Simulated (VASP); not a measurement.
# SnO2 (P4_2/mnm) in VASP: single point with PBE

Aim: the single point of SnO2 with PBE.

Everything below comes from runs of VASP 6.6.1. Logs are shortened: lines on timing, memory, paths and dates and some standing lists are left out, and cuts for length are marked.

### Step 1. The cell of the first run

Symmetry: P4_2/mnm, No. 136, tetragonal system. Conventional cell: a = 4.761 Å, b = 4.761 Å, c = 3.200 Å, α = 90.00°, β = 90.00°, γ = 90.00°. Within 2.7 Å of Sn (site symmetry mmm) lie 6 O at 2.06 to 2.07 Å. Within 2.7 Å of O (site symmetry m2m) lie 3 Sn at 2.06 to 2.07 Å and 1 O at 2.61 Å.

### Step 2. Single point, PBE, non-collinear spin, zero start, spin-orbit coupling

Input file INCAR:

```
SYSTEM = SnO2
ALGO = Normal ; EDIFF = 1E-6
ENCUT = 520 ; GGA = PE
GGA_COMPAT = .FALSE. ; ISIF = 2
ISMEAR = -1 ; LASPH = .TRUE.
LCHARG = .FALSE. ; LNONCOLLINEAR = .TRUE.
LORBIT = 11 ; LORBMOM = .TRUE.
LREAL = .FALSE. ; LSORBIT = .TRUE.
LWAVE = .FALSE. ; MAGMOM = 0 0 0 0 0 0 0 0 0 0 0 0 0 0 0 0 0 0
NBANDS = 68 ; NELM = 150
PREC = Accurate ; SIGMA = 0.02
```

Input file KPOINTS:

```
k-points
0
G
  6 6 8
  0 0 0
```

Input file POSCAR:

```
SnO2
1.0
    4.7605761345      0.0000000000      0.0000000000
    0.0000000000      4.7605761345      0.0000000000
    0.0000000000      0.0000000000      3.2000777189
Sn O
2 4
Direct
    0.0000000000      0.0000000000      0.0000000000
    0.5000000000      0.5000000000      0.5000000000
    0.3058781044      0.3058781044      0.0000000000
    0.1941218956      0.8058781044      0.5000000000
    0.8058781044      0.1941218956      0.5000000000
    0.6941218956      0.6941218956      0.0000000000
```

Potentials or basis: VASP PAW PBE potentials, release 64 (Sn_d, O).

Run with:

```
$ cat potpaw_PBE.64/Sn_d/POTCAR potpaw_PBE.64/O/POTCAR > POTCAR
$ mpirun -np 1 vasp_ncl > vasp.out
```

OUTCAR:

```text
SYSTEM = SnO2
   EDIFF = 1E-6
   ENCUT = 520
   GGA = PE
   ISIF = 2
   ISMEAR = -1
   LASPH = .TRUE.
   LNONCOLLINEAR = .TRUE.
   LORBIT = 11
   LREAL = .FALSE.
   LSORBIT = .TRUE.
   NELM = 150
   PREC = Accurate

 ion  position               nearest neighbor table
   1  0.000  0.000  0.000-   3 2.06   6 2.06   5 2.07   4 2.07   4 2.07   5 2.07   2 3.73   2 3.73
                             2 3.73   2 3.73   2 3.73   2 3.73   2 3.73   2 3.73
   2  0.500  0.500  0.500-   4 2.06   5 2.06   3 2.07   6 2.07   3 2.07   6 2.07   1 3.73   1 3.73
                             1 3.73   1 3.73   1 3.73   1 3.73   1 3.73   1 3.73
   3  0.306  0.306  0.000-   1 2.06   2 2.07   2 2.07
   4  0.194  0.806  0.500-   2 2.06   1 2.07   1 2.07
   5  0.806  0.194  0.500-   2 2.06   1 2.07   1 2.07
   6  0.694  0.694  0.000-   1 2.06   2 2.07   2 2.07

  LATTYP: Found a simple tetragonal cell.
 ALAT       =     4.7605761345
 C/A-ratio  =     0.6722038738

  Lattice vectors:

 A1 = (   4.7605761345,   0.0000000000,   0.0000000000)
 A2 = (   0.0000000000,   4.7605761345,   0.0000000000)
 A3 = (   0.0000000000,   0.0000000000,   3.2000777189)

Analysis of symmetry for initial positions (statically):
=====================================================================
 Subroutine PRICEL returns:
 Original cell was already a primitive cell.

 Routine SETGRP: Setting up the symmetry group for a
 simple tetragonal supercell.

 Subroutine GETGRP returns: Found 16 space group operations
 (whereof  8 operations were pure point group operations)
 out of a pool of 16 trial point group operations.

The static configuration has the point symmetry D_2h.
 The point group associated with its full space group is D_4h.

Analysis of symmetry for dynamics (positions and initial velocities):
=====================================================================
 Subroutine PRICEL returns:
 Original cell was already a primitive cell.

 Routine SETGRP: Setting up the symmetry group for a
 simple tetragonal supercell.

 Subroutine GETGRP returns: Found 16 space group operations
 (whereof  8 operations were pure point group operations)
 out of a pool of 16 trial point group operations.

The dynamic configuration has the point symmetry D_2h.
 The point group associated with its full space group is D_4h.

Analysis of structural, dynamic, and magnetic symmetry:
=====================================================================
 Subroutine PRICEL returns:
 Original cell was already a primitive cell.

 Routine SETGRP: Setting up the symmetry group for a
 simple tetragonal supercell.

 Subroutine GETGRP returns: Found 16 space group operations
 (whereof  8 operations were pure point group operations)
 out of a pool of 16 trial point group operations.

The overall configuration has the point symmetry D_2h.
 The point group associated with its full space group is D_4h.

 Subroutine INISYM returns: Found 16 space group operations
 (whereof  8 operations are pure point group operations),
 and found     1 'primitive' translations

----------------------------------------------------------------------------------------

                                     Primitive cell

  volume of cell :      72.5236

  direct lattice vectors                    reciprocal lattice vectors
     4.760576134  0.000000000  0.000000000     0.210058609  0.000000000  0.000000000
     0.000000000  4.760576134  0.000000000     0.000000000  0.210058609  0.000000000
     0.000000000  0.000000000  3.200077719     0.000000000  0.000000000  0.312492410

  length of vectors
     4.760576134  4.760576134  3.200077719     0.210058609  0.210058609  0.312492410

  position of ions in fractional coordinates (direct lattice)
     0.000000000  0.000000000  0.000000000
     0.500000000  0.500000000  0.500000000
     0.305878104  0.305878104  0.000000000
     0.194121896  0.805878104  0.500000000
     0.805878104  0.194121896  0.500000000
[... 145 lines left out ...]
      2     -15.2587      1.00000
      3     -14.7484      1.00000
      4     -14.7484      1.00000
      5     -14.6474      1.00000
      6     -14.6474      1.00000
[... 1597 lines left out ...]
     63      15.5939      0.00000
     64      15.5939      0.00000

 [... further k-points ...]

 [bands above 64 left out]

------------------------ aborting loop because EDIFF is reached ----------------------------------------

  FORCE on cell =-STRESS in cart. coord.  units (eV):
  Direction    XX          YY          ZZ          XY          YZ          ZX
  --------------------------------------------------------------------------------------
  -------------------------------------------------------------------------------------
  Total        3.4843917      3.4843917      4.3805552      0.0000000      0.0000000      0.0000000
  in kB       76.9764708     76.9764708     96.7743322      0.0000000      0.0000000      0.0000000
  external PRESSURE =      83.5757580 kB  Pullay stress =       0.0000000 kB

 VOLUME and BASIS-vectors are now :
 -----------------------------------------------------------------------------
  energy-cutoff  :      520.00
  volume of cell :       72.52
      direct lattice vectors                 reciprocal lattice vectors
     4.760576134  0.000000000  0.000000000     0.210058609  0.000000000  0.000000000
     0.000000000  4.760576134  0.000000000     0.000000000  0.210058609  0.000000000
     0.000000000  0.000000000  3.200077719     0.000000000  0.000000000  0.312492410

 POSITION                                       TOTAL-FORCE (eV/Angst)
 -----------------------------------------------------------------------------------
      0.00000      0.00000      0.00000        -0.000000      0.000000      0.000000
      2.38029      2.38029      1.60004        -0.000000      0.000000      0.000000
      1.45616      1.45616      0.00000        -0.032264     -0.032264      0.000000
      0.92413      3.83644      1.60004         0.032264     -0.032264     -0.000000
      3.83644      0.92413      1.60004        -0.032264      0.032264      0.000000
      3.30442      3.30442      0.00000         0.032264      0.032264     -0.000000
 -----------------------------------------------------------------------------------
    total drift:                               -0.000000      0.000000      0.000000

  FREE ENERGIE OF THE ION-ELECTRON SYSTEM (eV)
  ---------------------------------------------------
  free  energy   TOTEN  =       -37.3018406505 eV

  energy  without entropy=      -37.3018406505  energy(sigma->0) =      -37.30184065

 orbital moment (x)

 # of ion     p       d       tot
 ----------------------------------------
  1         0.000   0.000   0.000
  2         0.000   0.000   0.000
  3         0.000   0.000   0.000
  4         0.000   0.000   0.000
  5         0.000   0.000   0.000
  6         0.000   0.000   0.000
 ----------------------------------------
            0.000   0.000   0.000

 orbital moment (y)

 # of ion     p       d       tot
 ----------------------------------------
  1         0.000   0.000   0.000
  2         0.000   0.000   0.000
  3        -0.000   0.000  -0.000
  4         0.000   0.000   0.000
  5         0.000   0.000   0.000
  6        -0.000   0.000  -0.000
 ----------------------------------------
           -0.000   0.000  -0.000

 orbital moment (z)

 # of ion     p       d       tot
 ----------------------------------------
  1        -0.000   0.000  -0.000
  2         0.000  -0.000   0.000
  3         0.000   0.000   0.000
  4         0.000   0.000   0.000
  5        -0.000   0.000  -0.000
  6         0.000   0.000   0.000
 ----------------------------------------
           -0.000   0.000  -0.000

 Spin-Orbit-Coupling matrix elements

 Ion:    1  E_soc:     -0.0733054
 l=   1
     0.0000000    -0.0065492    -0.0064680
    -0.0065492     0.0000000    -0.0065492
    -0.0064680    -0.0065492     0.0000000
 l=   2
     0.0000000    -0.0011151     0.0000000    -0.0011151    -0.0045768
    -0.0011151     0.0000000    -0.0034200    -0.0011299    -0.0011548
     0.0000000    -0.0034200     0.0000000    -0.0034200     0.0000000
    -0.0011151    -0.0011299    -0.0034200     0.0000000    -0.0011548
    -0.0045768    -0.0011548     0.0000000    -0.0011548     0.0000000
 l=   3
     0.0000000     0.0000000     0.0000000     0.0000000     0.0000000     0.0000000     0.0000000
     0.0000000     0.0000000     0.0000000     0.0000000     0.0000000     0.0000000     0.0000000
     0.0000000     0.0000000     0.0000000     0.0000000     0.0000000     0.0000000     0.0000000
     0.0000000     0.0000000     0.0000000     0.0000000     0.0000000     0.0000000     0.0000000
[... 89 lines left out ...]
 l=   2
     0.0000000     0.0000000     0.0000000     0.0000000     0.0000000
     0.0000000     0.0000000     0.0000000     0.0000000     0.0000000
     0.0000000     0.0000000     0.0000000     0.0000000     0.0000000
     0.0000000     0.0000000     0.0000000     0.0000000     0.0000000
     0.0000000     0.0000000     0.0000000     0.0000000     0.0000000
 l=   3
     0.0000000     0.0000000     0.0000000     0.0000000     0.0000000     0.0000000     0.0000000
     0.0000000     0.0000000     0.0000000     0.0000000     0.0000000     0.0000000     0.0000000
     0.0000000     0.0000000     0.0000000     0.0000000     0.0000000     0.0000000     0.0000000
     0.0000000     0.0000000     0.0000000     0.0000000     0.0000000     0.0000000     0.0000000
     0.0000000     0.0000000     0.0000000     0.0000000     0.0000000     0.0000000     0.0000000
     0.0000000     0.0000000     0.0000000     0.0000000     0.0000000     0.0000000     0.0000000
     0.0000000     0.0000000     0.0000000     0.0000000     0.0000000     0.0000000     0.0000000

 total charge

# of ion       s       p       d       tot
------------------------------------------
    1        0.880   1.081  10.372  12.333
    2        0.880   1.081  10.372  12.333
    3        1.561   3.509   0.000   5.070
    4        1.561   3.509   0.000   5.070
    5        1.561   3.509   0.000   5.070
    6        1.561   3.509   0.000   5.070
--------------------------------------------------
tot          8.001  16.199  20.744  44.944

 magnetization (x)

# of ion       s       p       d       tot
------------------------------------------
    1        0.000   0.000   0.000   0.000
    2        0.000   0.000   0.000   0.000
    3        0.000   0.000   0.000   0.000
    4        0.000   0.000   0.000   0.000
    5        0.000   0.000   0.000   0.000
    6        0.000   0.000   0.000   0.000
--------------------------------------------------
tot          0.000   0.000   0.000   0.000

 magnetization (y)

# of ion       s       p       d       tot
------------------------------------------
    1        0.000   0.000   0.000   0.000
    2        0.000   0.000   0.000   0.000
    3        0.000   0.000   0.000   0.000
    4        0.000   0.000   0.000   0.000
    5        0.000   0.000   0.000   0.000
    6        0.000   0.000   0.000   0.000
--------------------------------------------------
tot          0.000   0.000   0.000   0.000

 magnetization (z)

# of ion       s       p       d       tot
------------------------------------------
    1       -0.000   0.000   0.000  -0.000
    2       -0.000   0.000  -0.000  -0.000
    3        0.000   0.000   0.000   0.000
    4        0.000   0.000   0.000   0.000
    5        0.000   0.000   0.000   0.000
    6        0.000   0.000   0.000   0.000
--------------------------------------------------
tot         -0.000   0.000   0.000  -0.000
```

Wall time 14 min (1 thread of Oxide Virtual Turin-like, shared host); peak memory 0.47 GiB.

Results:

```
Free energy                                           : -37.3018 eV
Pressure                                              : 8.4 GPa
Largest force                                         : 0.046 eV/Å
Net moment                                            : 0.00 μB per cell
Valence electrons inside the program's atomic spheres : Sn 12.33; O 5.07
```

Forces in eV/Å, atoms in the order of the input:
```
Sn   0.000  0.000  0.000
Sn   0.000  0.000  0.000
O   -0.032 -0.032  0.000
O    0.032 -0.032  0.000
O   -0.032  0.032  0.000
O    0.032  0.032  0.000
```

Moments on the atoms (μB; x, y, z):
```
Sn  0.00 0.00 0.00
Sn  0.00 0.00 0.00
O   0.00 0.00 0.00
O   0.00 0.00 0.00
O   0.00 0.00 0.00
O   0.00 0.00 0.00
```

Caveat: the cell stands under pressure; the structure was generated, so it needn't be the stable form of SnO2.
